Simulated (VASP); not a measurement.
# NdNb (P-6m2) in VASP: single point with PBE

Aim: the single point of NdNb with PBE.

Everything below comes from runs of VASP 6.6.1. Logs are shortened: lines on timing, memory, paths and dates and some standing lists are left out, and cuts for length are marked.

### 1 The cell of the first run

The structure is hexagonal, space group P-6m2 (No. 187). Conventional cell: a = 3.323 Å, b = 3.323 Å, c = 5.385 Å, α = 90.00°, β = 90.00°, γ = 120.00°. Nd (site symmetry -6m2) has 6 Nb at 3.31 Å and 6 Nd at 3.32 Å within 4.3 Å. Within 4.3 Å of Nb (site symmetry -6m2) lie 6 Nd at 3.31 Å and 6 Nb at 3.32 Å.

### 2 Single point, PBE

Input file INCAR:

```
SYSTEM = NdNb
PREC = Accurate ; ENCUT = 520
EDIFF = 1E-7 ; ISMEAR = 0
SIGMA = 0.1 ; LREAL = .False.
LASPH = .True. ; NELM = 60
ALGO = Normal ; ISIF = 2
LWAVE = .False. ; LCHARG = .False.
GGA = PE ; NBANDS = 20
```

Input file KPOINTS:

```
Automatic mesh
0
Gamma
  6 6 4
  0 0 0
```

Input file POSCAR:

```
NdNb
1.0
    3.3233392900      0.0000000000      0.0000000000
   -1.6616696400      2.8780962500      0.0000000000
    0.0000000000      0.0000000000      5.3854395400
Nd Nb
1 1
Direct
    0.3333333300      0.6666666700      0.0000000000
    0.0000000000      0.0000000000      0.5000000000
```

Potentials or basis: VASP PAW PBE potentials, release 64 (Nd, Nb_sv).

The run is started by

```bash
$ cat potpaw_PBE.64/Nd/POTCAR potpaw_PBE.64/Nb_sv/POTCAR > POTCAR
$ mpirun -np 1 vasp_std > vasp.out
```

OUTCAR:

```text
SYSTEM = NdNb
   PREC = Accurate
   ENCUT = 520
   EDIFF = 1E-7
   ISMEAR = 0
   LREAL = .False.
   LASPH = .True.
   NELM = 60
   ISIF = 2
   GGA = PE

 ion  position               nearest neighbor table
   1  0.333  0.667  0.000-
   2  0.000  0.000  0.500-

  LATTYP: Found a hexagonal cell.
 ALAT       =     3.3233392900
 C/A-ratio  =     1.6204904375

  Lattice vectors:

 A1 = (   3.3233392900,   0.0000000000,   0.0000000000)
 A2 = (  -1.6616696400,   2.8780962500,   0.0000000000)
 A3 = (   0.0000000000,   0.0000000000,   5.3854395400)

Analysis of symmetry for initial positions (statically):
=====================================================================
 Subroutine PRICEL returns:
 Original cell was already a primitive cell.

 Routine SETGRP: Setting up the symmetry group for a
 hexagonal supercell.

 Subroutine GETGRP returns: Found 12 space group operations
 (whereof 12 operations were pure point group operations)
 out of a pool of 24 trial point group operations.

The static configuration has the point symmetry D_3h.

Analysis of symmetry for dynamics (positions and initial velocities):
=====================================================================
 Subroutine PRICEL returns:
 Original cell was already a primitive cell.

 Routine SETGRP: Setting up the symmetry group for a
 hexagonal supercell.

 Subroutine GETGRP returns: Found 12 space group operations
 (whereof 12 operations were pure point group operations)
 out of a pool of 24 trial point group operations.

The dynamic configuration has the point symmetry D_3h.

 Subroutine INISYM returns: Found 12 space group operations
 (whereof 12 operations are pure point group operations),
 and found     1 'primitive' translations

----------------------------------------------------------------------------------------

                                     Primitive cell

  volume of cell :      51.5111

  direct lattice vectors                    reciprocal lattice vectors
     3.323339290  0.000000000  0.000000000     0.300902169  0.173725948  0.000000000
    -1.661669640  2.878096250  0.000000000     0.000000000  0.347451896  0.000000000
     0.000000000  0.000000000  5.385439540     0.000000000  0.000000000  0.185685865

  length of vectors
     3.323339290  3.323339287  5.385439540     0.347451896  0.347451896  0.185685865

  position of ions in fractional coordinates (direct lattice)
     0.333333330  0.666666670  0.000000000
     0.000000000  0.000000000  0.500000000

  ion indices of the primitive-cell ions
   primitive index   ion index
                 1           1
                 2           2

----------------------------------------------------------------------------------------

 KPOINTS: Automatic mesh

Automatic generation of k-mesh.
 Grid dimensions read from file:
 generate k-points for:    6    6    4

 Generating k-lattice:

  Cartesian coordinates                     Fractional coordinates (reciprocal lattice)
     0.050150361  0.028954325  0.000000000     0.166666667  0.000000000  0.000000000
     0.000000000  0.057908649  0.000000000     0.000000000  0.166666667  0.000000000
     0.000000000  0.000000000  0.046421466     0.000000000  0.000000000  0.250000000

  Length of vectors
     0.057908649  0.057908649  0.046421466

  Shift w.r.t. Gamma in fractional coordinates (k-lattice)
     0.000000000  0.000000000  0.000000000

 Subroutine IBZKPT returns following result:
 ===========================================

 Found     21 irreducible k-points:

 Following reciprocal coordinates:
            Coordinates               Weight
  0.000000  0.000000  0.000000      1.000000
  0.166667 -0.000000  0.000000      6.000000
  0.333333  0.000000  0.000000      6.000000
  0.500000 -0.000000  0.000000      3.000000
  0.166667  0.166667  0.000000      6.000000
  0.333333  0.166667  0.000000     12.000000
[... 13 lines left out ...]
  0.333333  0.166667  0.500000     12.000000
  0.333333  0.333333  0.500000      2.000000
   k-points           NKPTS =     21   k-points in BZ     NKDIM =     21   number of bands    NBANDS=     20
   number of dos      NEDOS =    301   number of ions     NIONS =      2
   total plane-waves  NPLWV =  31360
   dimension x,y,z NGX =    28 NGY =   28 NGZ =   40
   dimension x,y,z NGXF=    56 NGYF=   56 NGZF=   80
   ions per type =               1   1
   NGX,Y,Z   is equivalent  to a cutoff of  14.01, 14.01, 12.35 a.u.
   NGXF,Y,Z  is equivalent  to a cutoff of  28.01, 28.01, 24.70 a.u.
 SYSTEM =  NdNb
   PREC   = accura    normal or accurate (medium, high low for compatibility)
   ISTART =      0    job   : 0-new  1-cont  2-samecut
   ICHARG =      2    charge: 1-file 2-atom 10-const
   ISPIN  =      1    spin polarized calculation?
   LNONCOLLINEAR =      F non collinear calculations
   LSORBIT =      F    spin-orbit coupling
   LASPH  =      T    aspherical Exc in radial PAW
   ENCUT  =  520.0 eV  38.22 Ry    6.18 a.u.   6.18  6.18 10.01*2*pi/ulx,y,z
   NELM   =     60;   NELMIN=  2; NELMDL= -5     # of ELM steps
   EDIFF  = 0.1E-06   stopping-criterion for ELM
   LREAL  =      F    real-space projection
   EDIFFG = 0.1E-05   stopping-criterion for IOM
   NSW    =      0    number of steps for IOM
   IBRION =     -1    ionic relax: 0-MD 1-quasi-New 2-CG
   NFREE  =      0    steps in history (QN), initial steepest desc. (CG)
   ISIF   =      2    stress and relaxation
   ISYM   =      2    0-nonsym 1-usesym 2-fastsym
   POTIM  = 0.5000    time-step for ionic-motion
   TEBEG  =    0.0;   TEEND  =   0.0 temperature during run
   PSTRESS=    0.0 pullay stress
   NELECT =      27.0000    total number of electrons
   NUPDOWN=      -1.0000    fix difference up-down
   EMIN   =  10.00;   EMAX   =-10.00  energy-range for DOS
   EFERMI =   0.00;   METHOD = LEGACY
   ISMEAR =     0;   SIGMA  =   0.10  broadening in eV -4-tet -1-fermi 0-gaus
   EFERMI_NEDOS =   21; number of points for ismear=-14 and -15
   IALGO  =     38    algorithm
   IMIX   =      4    mixing-type and parameters
     AMIX     =   0.40;   BMIX     =  1.00
     AMIX_MAG =   1.60;   BMIX_MAG =  1.00
  volume/ion in A,a.u.               =      25.76       173.81
  Fermi-wavevector in a.u.,A,eV,Ry     =   1.319965  2.494372 23.705529  1.742307
  Thomas-Fermi vector in A             =   2.449825
   LORBIT       =      0    0 simple, 1 ext, 2 COOP (PROOUT), +10 PAW based schemes
   GGA     = PE    functional components
   LHFCALC =     F    Hartree Fock is set to
   AEXX    =    0.0000 exact exchange contribution
   IVDW    =     0    specifies the selected vdW correction
   LEPSILON=     F    determine dielectric tensor
   LRPA    =     F    only Hartree local field effects (RPA)
 non-spin polarized calculation
 Gauss-broadening in eV      SIGMA  =   0.10
  energy-cutoff  :      520.00
  volume of cell :       51.51
 maximum number of plane-waves:      1404
 NGX is ok and might be reduce to    28
   NGX = 13   NGY = 13   NGZ = 21

 number of electron      27.0000000 magnetization

 Free energy of the ion-electron system (eV)
  ---------------------------------------------------
  ext. energy  EPLUGINS =         0.00000000
  ---------------------------------------------------
  free energy    TOTEN  =       -14.13432902 eV

  energy without entropy =      -14.04766133  energy(sigma->0) =      -14.09099518

 E-fermi :   6.9252     XC(G=0): -11.0337

 val. band max:        6.9194642593   @ k =   0.5000  -0.0000   0.5000
 cond. band min:       6.9256927259   @ k =   0.0000   0.0000   0.2500
 fundamental gap:      0.0062284667
 Fermi energy:         6.9251760725

 k-point     1 :       0.0000    0.0000    0.0000
  band No.  band energies     occupation
      1     -48.2160      2.00000
      2     -29.9312      2.00000
      3     -24.2762      2.00000
      4     -24.0303      2.00000
      5     -24.0303      2.00000
      6     -11.2033      2.00000
[... 12 lines left out ...]
     19       7.5988      0.00000
     20       8.0265      0.00000

 k-point     2 :       0.1667   -0.0000    0.0000
  band No.  band energies     occupation
      1     -48.2080      2.00000
      2     -29.8668      2.00000
      3     -24.2637      2.00000
      4     -24.1079      2.00000
      5     -24.0491      2.00000
      6     -11.1312      2.00000
[... 12 lines left out ...]
     19       7.6472      0.00000
     20       8.0325      0.00000

 k-point     3 :       0.3333    0.0000    0.0000
  band No.  band energies     occupation
      1     -48.1921      2.00000
      2     -29.7345      2.00000
      3     -24.2602      2.00000
      4     -24.2387      2.00000
      5     -24.0864      2.00000
      6     -11.6716      2.00000
[... 12 lines left out ...]
     19       7.3449      0.00000
     20       7.7680      0.00000

 k-point     4 :       0.5000   -0.0000    0.0000
  band No.  band energies     occupation
      1     -48.1841      2.00000
      2     -29.6664      2.00000
      3     -24.3350      2.00000
      4     -24.2261      2.00000
      5     -24.1049      2.00000
      6     -12.0946      2.00000
[... 12 lines left out ...]
     19       7.4594      0.00000
     20       7.7755      0.00000

 k-point     5 :       0.1667    0.1667    0.0000
  band No.  band energies     occupation
      1     -48.1961      2.00000
      2     -29.7681      2.00000
      3     -24.2449      2.00000
      4     -24.2080      2.00000
      5     -24.0919      2.00000
      6     -11.3584      2.00000
[... 12 lines left out ...]
     19       7.2007      0.00010
     20       7.7827      0.00000

 k-point     6 :       0.3333    0.1667    0.0000
  band No.  band energies     occupation
      1     -48.1841      2.00000
      2     -29.6666      2.00000
      3     -24.2967      2.00000
      4     -24.2261      2.00000
      5     -24.1447      2.00000
      6     -11.8747      2.00000
[... 12 lines left out ...]
     19       7.3548      0.00000
     20       7.4771      0.00000

 k-point     7 :       0.3333    0.3333    0.0000
  band No.  band energies     occupation
      1     -48.1801      2.00000
      2     -29.6324      2.00000
      3     -24.2452      2.00000
      4     -24.2443      2.00000
      5     -24.2199      2.00000
      6     -11.5777      2.00000
[... 12 lines left out ...]
     19       7.2740      0.00000
     20       7.4105      0.00000
[... 208 lines left out ...]
 k-point    17 :       0.3333    0.0000    0.5000
  band No.  band energies     occupation
      1     -48.1921      2.00000
      2     -29.7355      2.00000
      3     -24.2635      2.00000
      4     -24.2341      2.00000
      5     -24.0862      2.00000
      6     -11.6552      2.00000
[... 12 lines left out ...]
     19       7.3817      0.00000
     20       7.7150      0.00000

 k-point    18 :       0.5000   -0.0000    0.5000
  band No.  band energies     occupation
      1     -48.1841      2.00000
      2     -29.6657      2.00000
      3     -24.3394      2.00000
      4     -24.2264      2.00000
      5     -24.1047      2.00000
      6     -12.0749      2.00000
[... 12 lines left out ...]
     19       7.2649      0.00000
     20       8.4402      0.00000

 k-point    19 :       0.1667    0.1667    0.5000
  band No.  band energies     occupation
      1     -48.1961      2.00000
      2     -29.7700      2.00000
      3     -24.2380      2.00000
      4     -24.2105      2.00000
      5     -24.0919      2.00000
      6     -11.3451      2.00000
[... 12 lines left out ...]
     19       7.4496      0.00000
     20       7.9149      0.00000

 k-point    20 :       0.3333    0.1667    0.5000
  band No.  band energies     occupation
      1     -48.1841      2.00000
      2     -29.6660      2.00000
      3     -24.3003      2.00000
      4     -24.2262      2.00000
      5     -24.1451      2.00000
      6     -11.8584      2.00000
[... 12 lines left out ...]
     19       7.3819      0.00000
     20       7.7100      0.00000

 k-point    21 :       0.3333    0.3333    0.5000
  band No.  band energies     occupation
      1     -48.1801      2.00000
      2     -29.6310      2.00000
      3     -24.2492      2.00000
      4     -24.2447      2.00000
      5     -24.2222      2.00000
      6     -11.5562      2.00000
[... 12 lines left out ...]
     19       7.4459      0.00000
     20       7.4769      0.00000

------------------------ aborting loop because EDIFF is reached ----------------------------------------

  FORCE on cell =-STRESS in cart. coord.  units (eV):
  Direction    XX          YY          ZZ          XY          YZ          ZX
  --------------------------------------------------------------------------------------
  -------------------------------------------------------------------------------------
  Total       -4.2905617     -4.2905617     -2.8277779     -0.0000000     -0.0000000      0.0000000
  in kB     -133.4515382   -133.4515381    -87.9538249     -0.0000002     -0.0000000      0.0000000
  external PRESSURE =    -118.2856337 kB  Pullay stress =       0.0000000 kB

 VOLUME and BASIS-vectors are now :
 -----------------------------------------------------------------------------
  energy-cutoff  :      520.00
  volume of cell :       51.51
      direct lattice vectors                 reciprocal lattice vectors
     3.323339290  0.000000000  0.000000000     0.300902169  0.173725948  0.000000000
    -1.661669640  2.878096250  0.000000000     0.000000000  0.347451896  0.000000000
     0.000000000  0.000000000  5.385439540     0.000000000  0.000000000  0.185685865

 POSITION                                       TOTAL-FORCE (eV/Angst)
 -----------------------------------------------------------------------------------
     -0.00000      1.91873      0.00000        -0.000000      0.000000      0.000000
      0.00000      0.00000      2.69272         0.000000     -0.000000      0.000000
 -----------------------------------------------------------------------------------
    total drift:                                0.000025     -0.000015     -0.000000

  FREE ENERGIE OF THE ION-ELECTRON SYSTEM (eV)
  ---------------------------------------------------
  free  energy   TOTEN  =       -14.1343290244 eV

  energy  without entropy=      -14.0476613350  energy(sigma->0) =      -14.09099518
```

It took 26 s on 1 thread of Intel Xeon 6975P-C (Granite Rapids), shared host; peak memory 0.19 GiB.

Results:

```
Free energy : -14.1343 eV
Pressure    : -11.8 GPa
```

Stress tensor (GPa, compression positive):
```
-13.35   0.00   0.00
  0.00 -13.35   0.00
  0.00   0.00  -8.80
```

Caveat: the k points lie up to 0.36 Å⁻¹ apart; spin-orbit coupling is left out, which moves the levels of the heavy elements; without U or exact exchange the open f shell lies at the Fermi level, which spoils levels, moments and volumes. Spin polarisation is off, so any magnetic state and its effect on volume and gap are missing.
